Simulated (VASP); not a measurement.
Write the native input for VASP 6.6.1 that does the following.

```yaml
Task: single point
Functional: PBE
Potentials_or_basis: VASP PAW PBE potentials, release 64 (Pt)
Cutoff: 520 eV
k_mesh: 18 × 18 × 10
Occupations: gaussian, width 0.15 eV
Spin: no spin polarisation
Dipole_correction: no
Further_INCAR_settings: ALGO = Normal; EDIFF = 1e-06; NBANDS = 17
```

The structure of Pt lies in POSCAR:

```
Pt
1.0
    2.7585396153      0.0000000000      0.0000000000
   -1.3792698077      2.3889653842      0.0000000000
    0.0000000000      0.0000000000      4.7813829964
Pt
2
Direct
    0.6262726113      0.2525452226      0.7500000000
    0.3737273887      0.7474547774      0.2500000000
```

This cell differs from its parent crystal: mode 1 frozen in at +0.000 Å and mode 2 at -0.193 Å (largest displacements).

One way to write it, as run:

INCAR

```
ALGO = Normal ; EDIFF = 1E-6
ENCUT = 520 ; GGA = PE
ISIF = 2 ; ISMEAR = 0
LASPH = T ; LCHARG = F
LREAL = F ; LWAVE = F
NBANDS = 17 ; NELM = 100
PREC = Accurate ; SIGMA = 0.15
```

KPOINTS

```
k-points
0
Gamma
  18 18 10
```

Potentials or basis: VASP PAW PBE potentials, release 64 (Pt).

Run with:

```bash
$ cat potpaw_PBE.64/Pt/POTCAR > POTCAR
$ mpirun -np 1 vasp_std > vasp.out
```

Results of the run:

```yaml
Pressure: 1.7 GPa
Largest_force: 0.301 eV/Å
Band_gap_on_the_k_mesh: zero (band 10 reaches 11.02 eV, above the bottom of band 11 at 9.44 eV)
```

Caveat: the cell differs from its parent crystal (mode 1 frozen in at +0.000 Å and mode 2 at -0.193 Å (largest displacements)); spin-orbit coupling is left out, which moves the levels of the heavy elements.

It took 2.6 min on 1 thread of Intel(R) Xeon(R) Platinum 8259CL CPU @ 2.50GHz (Skylake/Cascade Lake), with other jobs on the host, peak memory 0.35 GiB.
